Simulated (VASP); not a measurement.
Sc2GaN2:

```xyz
5
Lattice="3.9917 0.0000 0.0000 -1.9958 3.4569 0.0000 0.0000 0.0000 5.6341" Properties=species:S:1:pos:R:3 pbc="T T T"
Sc    0.0000    2.3046    0.0000
Sc    0.0000    0.0000    0.0000
Ga    1.9958    1.1523    2.8171
N     1.9958    1.1523    0.0000
N     0.0000    2.3046    2.8171
```

- Program: VASP 6.6.1
- Task: relaxation of cell and atoms
- Functional: PBE
- Potentials or basis: VASP PAW PBE potentials, release 64 (Sc_sv, Ga_d, N)
- Cutoff: 600 eV
- k mesh: 6 × 6 × 4
- Occupations: gaussian, width 0.1 eV
- Spin: no spin polarisation

At the start: pressure -4.1 GPa; volume 15.55 Å³/atom.

Question: Where does the relaxation end?

Answer: Over 13 steps the energy falls by 385.9 meV/atom and the volume is 14.05 Å³/atom (-9.6 %); space group P-6m2 (No. 187, to 0.05 Å).

The path:
```csv
step,energy change (eV),largest force (eV/Å),pressure (GPa),volume (Å³)
1,0.0000,0.0000,-4.05,77.74
2,-0.6210,0.0000,-2.98,73.23
3,-1.4642,0.0000,2.70,66.62
4,3.0777,0.0000,77.75,52.31
5,-1.5636,0.0000,4.79,65.34
6,-1.6255,0.0000,11.29,62.62
7,-1.7445,0.0000,10.22,64.79
8,-1.7573,0.0000,10.13,64.33
9,-1.9239,0.0000,1.07,69.23
10,-1.9259,0.0000,0.04,69.91
11,-1.9259,0.0000,0.21,69.80
12,-1.9277,0.0000,0.19,69.96
13,-1.9293,0.0000,0.15,70.25
```

Final structure:
```xyz
5
Lattice="4.3562 0.0000 0.0000 -2.1781 3.7726 0.0000 0.0000 0.0000 4.2746" Properties=species:S:1:pos:R:3 pbc="T T T"
Sc    0.0000    2.5151    0.0000
Sc   -2.1781    3.7726    0.0000
Ga    2.1781    1.2575    2.1373
N     2.1781    1.2575    0.0000
N     0.0000    2.5151    2.1373
```
